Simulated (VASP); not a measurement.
Set up this calculation in VASP 6.6.1, as the native input.

| Item | Value |
| --- | --- |
| Task | single point |
| Functional | PBE |
| Potentials or basis | VASP PAW PBE potentials, release 64 (Mg, O) |
| Cutoff | 520 eV |
| k mesh | 1 × 1 × 1 |
| Occupations | gaussian, width 0.01 eV |
| Spin | no spin polarisation |
| Dipole correction | no |
| Further INCAR settings | LREAL = Auto; ALGO = Normal; EDIFF = 1e-07; NBANDS = 326 |

The structure of MgO lies in POSCAR:

```
MgO
1.0
    0.0000000000      8.5087624606      8.5087624606
    8.5087624606      0.0000000000      8.5087624606
    8.5087624606      8.5087624606      0.0000000000
Mg O
64 64
Direct
    0.0000000000      0.0000000000      0.0000000000
    0.0000000000      0.0000000000      0.2500000000
    0.0000000000      0.0000000000      0.5000000000
    0.0000000000      0.0000000000      0.7500000000
    0.0000000000      0.2500000000      0.0000000000
    0.0000000000      0.2500000000      0.2500000000
    0.0000000000      0.2500000000      0.5000000000
    0.0000000000      0.2500000000      0.7500000000
    0.0000000000      0.5000000000      0.0000000000
    0.0000000000      0.5000000000      0.2500000000
    0.0000000000      0.5000000000      0.5000000000
    0.0000000000      0.5000000000      0.7500000000
    0.0000000000      0.7500000000      0.0000000000
    0.0000000000      0.7500000000      0.2500000000
    0.0000000000      0.7500000000      0.5000000000
    0.0000000000      0.7500000000      0.7500000000
    0.2500000000      0.0000000000      0.0000000000
    0.2500000000      0.0000000000      0.2500000000
    0.2500000000      0.0000000000      0.5000000000
    0.2500000000      0.0000000000      0.7500000000
    0.2500000000      0.2500000000      0.0000000000
    0.2500000000      0.2500000000      0.2500000000
    0.2500000000      0.2500000000      0.5000000000
    0.2500000000      0.2500000000      0.7500000000
    0.2500000000      0.5000000000      0.0000000000
    0.2500000000      0.5000000000      0.2500000000
    0.2500000000      0.5000000000      0.5000000000
    0.2500000000      0.5000000000      0.7500000000
    0.2500000000      0.7500000000      0.0000000000
    0.2500000000      0.7500000000      0.2500000000
    0.2500000000      0.7500000000      0.5000000000
    0.2500000000      0.7500000000      0.7500000000
    0.5000000000      0.0000000000      0.0000000000
    0.5000000000      0.0000000000      0.2500000000
    0.5000000000      0.0000000000      0.5000000000
    0.5000000000      0.0000000000      0.7500000000
    0.5000000000      0.2500000000      0.0000000000
    0.5000000000      0.2500000000      0.2500000000
    0.5000000000      0.2500000000      0.5000000000
    0.5000000000      0.2500000000      0.7500000000
    0.5000000000      0.5000000000      0.0000000000
    0.5000000000      0.5000000000      0.2500000000
    0.5000000000      0.5000000000      0.5000000000
    0.5000000000      0.5000000000      0.7500000000
    0.5000000000      0.7500000000      0.0000000000
    0.5000000000      0.7500000000      0.2500000000
    0.5000000000      0.7500000000      0.5000000000
    0.5000000000      0.7500000000      0.7500000000
    0.7500000000      0.0000000000      0.0000000000
    0.7500000000      0.0000000000      0.2500000000
    0.7500000000      0.0000000000      0.5000000000
    0.7500000000      0.0000000000      0.7500000000
    0.7500000000      0.2500000000      0.0000000000
    0.7500000000      0.2500000000      0.2500000000
    0.7500000000      0.2500000000      0.5000000000
    0.7500000000      0.2500000000      0.7500000000
    0.7500000000      0.5000000000      0.0000000000
    0.7500000000      0.5000000000      0.2500000000
    0.7500000000      0.5000000000      0.5000000000
    0.7500000000      0.5000000000      0.7500000000
    0.7500000000      0.7500000000      0.0000000000
    0.7500000000      0.7500000000      0.2500000000
    0.7500000000      0.7500000000      0.5000000000
    0.7500000000      0.7500000000      0.7500000000
    0.1250000000      0.1250000000      0.1250000000
    0.1250000000      0.1250000000      0.3750000000
    0.1250000000      0.1250000000      0.6250000000
    0.1250000000      0.1250000000      0.8750000000
    0.1250000000      0.3750000000      0.1250000000
    0.1250000000      0.3750000000      0.3750000000
    0.1250000000      0.3750000000      0.6250000000
    0.1250000000      0.3750000000      0.8750000000
    0.1250000000      0.6250000000      0.1250000000
    0.1250000000      0.6250000000      0.3750000000
    0.1250000000      0.6250000000      0.6250000000
    0.1250000000      0.6250000000      0.8750000000
    0.1250000000      0.8750000000      0.1250000000
    0.1250000000      0.8750000000      0.3750000000
    0.1250000000      0.8750000000      0.6250000000
    0.1250000000      0.8750000000      0.8750000000
    0.3750000000      0.1250000000      0.1250000000
    0.3750000000      0.1250000000      0.3750000000
    0.3750000000      0.1250000000      0.6250000000
    0.3750000000      0.1250000000      0.8750000000
    0.3750000000      0.3750000000      0.1250000000
    0.3750000000      0.3750000000      0.3750000000
    0.3750000000      0.3750000000      0.6250000000
    0.3750000000      0.3750000000      0.8750000000
    0.3750000000      0.6250000000      0.1250000000
    0.3750000000      0.6250000000      0.3750000000
    0.3750000000      0.6250000000      0.6250000000
    0.3750000000      0.6250000000      0.8750000000
    0.3750000000      0.8750000000      0.1250000000
    0.3750000000      0.8750000000      0.3750000000
    0.3750000000      0.8750000000      0.6250000000
    0.3750000000      0.8750000000      0.8750000000
    0.6250000000      0.1250000000      0.1250000000
    0.6250000000      0.1250000000      0.3750000000
    0.6250000000      0.1250000000      0.6250000000
    0.6250000000      0.1250000000      0.8750000000
    0.6250000000      0.3750000000      0.1250000000
    0.6250000000      0.3750000000      0.3750000000
    0.6250000000      0.3750000000      0.6250000000
    0.6250000000      0.3750000000      0.8750000000
    0.6250000000      0.6250000000      0.1250000000
    0.6250000000      0.6250000000      0.3750000000
    0.6250000000      0.6250000000      0.6250000000
    0.6250000000      0.6250000000      0.8750000000
    0.6250000000      0.8750000000      0.1250000000
    0.6250000000      0.8750000000      0.3750000000
    0.6250000000      0.8750000000      0.6250000000
    0.6250000000      0.8750000000      0.8750000000
    0.8750000000      0.1250000000      0.1250000000
    0.8750000000      0.1250000000      0.3750000000
    0.8750000000      0.1250000000      0.6250000000
    0.8750000000      0.1250000000      0.8750000000
    0.8750000000      0.3750000000      0.1250000000
    0.8750000000      0.3750000000      0.3750000000
    0.8750000000      0.3750000000      0.6250000000
    0.8750000000      0.3750000000      0.8750000000
    0.8750000000      0.6250000000      0.1250000000
    0.8750000000      0.6250000000      0.3750000000
    0.8750000000      0.6250000000      0.6250000000
    0.8750000000      0.6250000000      0.8750000000
    0.8750000000      0.8750000000      0.1250000000
    0.8750000000      0.8750000000      0.3750000000
    0.8750000000      0.8750000000      0.6250000000
    0.8750000000      0.8750000000      0.8750000000
```

One way to write it, as run:

INCAR

```
SYSTEM = MgO
PREC = Accurate ; ENCUT = 520
EDIFF = 1E-7 ; ISMEAR = 0
SIGMA = 0.01 ; LREAL = Auto
LASPH = .TRUE. ; NELM = 80
ALGO = Normal ; ISIF = 2
LWAVE = .FALSE. ; LCHARG = .FALSE.
GGA = PE ; NBANDS = 326
LUSENCCL = .FALSE.
```

KPOINTS

```
Automatic mesh
0
G
  1 1 1
  0 0 0
```

Potentials or basis: VASP PAW PBE potentials, release 64 (Mg, O).

Launch:

```bash
$ cat potpaw_PBE.64/Mg/POTCAR potpaw_PBE.64/O/POTCAR > POTCAR
$ mpirun -np 1 vasp_gam > vasp.out
```

It gave:

```json
{"Pressure": "-0.8 GPa", "Band gap on the k mesh": "4.43 eV"}
```

Caveat: the k points lie up to 0.64 Å⁻¹ apart; an odd mesh through Γ misses points on the zone boundary, where band edges can lie.

Wall time 100 s on 1 × NVIDIA H100 80GB with 1 thread of Intel(R) Xeon(R) Platinum 8481C CPU @ 2.70GHz (Sapphire Rapids), on a shared host, peak memory 1.8 GiB.
